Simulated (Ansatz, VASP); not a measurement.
# One calculation of Al, two programs

Contents of INCAR:

```
SYSTEM = Al
ALGO     = Normal         ! electronic algorithm
EDIFF    = 1E-6           ! SCF threshold, eV
ENCUT    = 520            ! plane-wave cutoff, eV
GGA      = CA             ! functional
ISIF     = 2              ! what is computed and relaxed
ISMEAR   = -1             ! smearing method
LASPH    = .TRUE.         ! aspherical terms in the spheres
LCHARG   = .FALSE.        ! write CHGCAR
LREAL    = .FALSE.        ! projectors in reciprocal space
LWAVE    = .FALSE.        ! write WAVECAR
NBANDS   = 8              ! bands
NELM     = 100            ! most SCF steps
PREC     = Accurate       ! precision mode
SIGMA    = 0.05           ! smearing width, eV
```

KPOINTS

```
k-points
0
G
  18 18 18
  0 0 0
```

Contents of POSCAR:

```
Al
1.0
    0.0000000000      1.9086899037      1.9086899037
    1.9086899037      0.0000000000      1.9086899037
    1.9086899037      1.9086899037      0.0000000000
Al
1
Direct
    0.0000000000      0.0000000000      0.0000000000
```

Input for Ansatz:

```yaml
crystal:
  lattice:
    - [0.0, 1.9086899037, 1.9086899037]
    - [1.9086899037, 0.0, 1.9086899037]
    - [1.9086899037, 1.9086899037, 0.0]
  atoms:
    - { symbol: Al, position: [0.0, 0.0, 0.0] }
kpoints:
  mp_grid: { grid: [18, 18, 18] }
scf:
  occupations: { method: fermi_dirac, width: 0.05 }
hamiltonian:
  xc: lda
  pseudopotentials: { kind: paw, level: accurate }
output:
  forces: true
  stress: true
  eigenvalues: true
```

Alike in both runs: task single point; functional LDA; k mesh 18 × 18 × 18; occupations fermi-dirac, width 0.05 eV; no spin polarisation.

```csv
,VASP,Ansatz
version,VASP 6.6.1,Ansatz 0.2.0
potentials or method,"VASP PAW LDA potentials, release 64 (Al)","PAW with other files of Ansatz's library (level accurate), scalar-relativistic"
plane-wave cutoff (eV),520,1050
valence electrons in the cell,3,11
```

|  | VASP | Ansatz | Ansatz less VASP |
| --- | --- | --- | --- |
| pressure (GPa) | 14.4 | 14.1 | -0.30 |

LDA's correlation is that of Perdew and Zunger in VASP and of Perdew and Wang (1992) in Ansatz. VASP's potentials hold 3 valence electrons a cell and Ansatz's 11, so a difference there can come from the potentials and not from the codes.
